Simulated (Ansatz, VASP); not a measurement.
## GdN: VASP beside Ansatz

File POSCAR:

```
GdN
1.0
    0.0000000000      2.4693702052      2.4693702052
    2.4693702052      0.0000000000      2.4693702052
    2.4693702052      2.4693702052      0.0000000000
Gd N
1 1
Direct
    0.5000000000      0.5000000000      0.5000000000
    0.0000000000      0.0000000000      0.0000000000
```

Contents of INCAR.step1:

```
SYSTEM = GdN
PREC = Accurate
ENCUT = 520
ISMEAR = 0
SIGMA = 0.05
LREAL = .FALSE.
LASPH = .TRUE.
NELM = 150
ISPIN = 2
MAGMOM = 7.65 -0.18
LMAXMIX = 6
LDAU = .TRUE.
LDAUTYPE = 2
LDAUL = 3 -1
LDAUU = 4 0
LDAUJ = 0 0
NBANDS = 22
GGA = PE
ALGO = Normal
EDIFF = 1E-4
LWAVE = .TRUE.
LCHARG = .FALSE.
```

Contents of INCAR.step2:

```
SYSTEM = GdN
PREC = Accurate
ENCUT = 520
EDIFF = 1E-6
ISMEAR = 0
SIGMA = 0.05
LREAL = .FALSE.
LASPH = .TRUE.
NELM = 150
ALGO = Normal
ISIF = 2
LWAVE = .FALSE.
LCHARG = .FALSE.
ISPIN = 2
MAGMOM = 7.65 -0.18
LORBIT = 11
LMAXMIX = 6
LDAU = .TRUE.
LDAUTYPE = 2
LDAUL = 3 -1
LDAUU = 4 0
LDAUJ = 0 0
LDAUPRINT = 1
METAGGA = R2SCAN
LMIXTAU = .TRUE.
IVDW = 13
VDW_S6 = 1.0
VDW_S8 = 0.6018749
VDW_A1 = 0.51559235
VDW_A2 = 5.77342911
NBANDS = 22
ISTART = 1
```

File KPOINTS:

```
Automatic mesh
0
G
  8 8 8
  0 0 0
```

Input for Ansatz:

```yaml
crystal:
  lattice:
    - [0.0, 2.4693702052, 2.4693702052]
    - [2.4693702052, 0.0, 2.4693702052]
    - [2.4693702052, 2.4693702052, 0.0]
  atoms:
    - { symbol: Gd, position: [0.5, 0.5, 0.5], spin: 7.65 }
    - { symbol: "N", position: [0.0, 0.0, 0.0] }
basis:
  ecutwfc: 500
  ecutrho_ratio: 4
kpoints:
  mp_grid: { grid: [8, 8, 8] }
hamiltonian:
  xc: r2scan
  dispersion: d4
  hubbard:
    sites:
      - { species: Gd, l: f, u_eff: 4.0, starting_ns: start.occupation_matrices }
    ns_hold: { iters: 6 }
scf:
  occupations: { method: gaussian, width: 0.05 }
  lower_state_search: "off"
output:
  forces: true
  stress: true
  eigenvalues: true
  populations: true
  hubbard: { sites: [{ species: Gd, l: f }] }
magnetization:
  spin_polarized: true
```

Alike in both runs: task single point; functional r2SCAN; dispersion D4; k mesh 8 × 8 × 8; occupations gaussian, width 0.05 eV; collinear spin; Hubbard terms Gd f U = 4.0 eV.

|  | VASP | Ansatz |
| --- | --- | --- |
| version | VASP 6.6.1 | Ansatz 0.2.0 |
| potentials or method | VASP PAW PBE potentials, release 64 (Gd, N), cutoff 520 eV | scalar-relativistic, plane waves, PAW |
| valence electrons in the cell | 23 | 23 |

Ansatz gave:

| Item | Value |
| --- | --- |
| gap on the k mesh at the Fermi level (eV) | none |
| pressure (GPa) | 3.4 |
| net moment per atom (μB) | 3.50 |
| size of the moment on the site where the two differ most (μB) | 6.95 |

Problem. Estimate VASP's values.

Solution. gap on the k mesh at the Fermi level (eV): none; pressure (GPa): 3.6; net moment per atom (μB): 3.50; size of the moment on the site where the two differ most (μB): 6.82.

VASP's potentials were made for PBE, not for r2SCAN. Site moments also hang on the region over which each program counts them. The programs project onto different local orbitals, so the same U acts differently, and such runs can settle in different states. A gap of «none» marks a metal or a gap that the smearing closes. Ansatz's warnings: filled band counts differ across k points, stability check not made.

Spin-orbit coupling is off throughout.
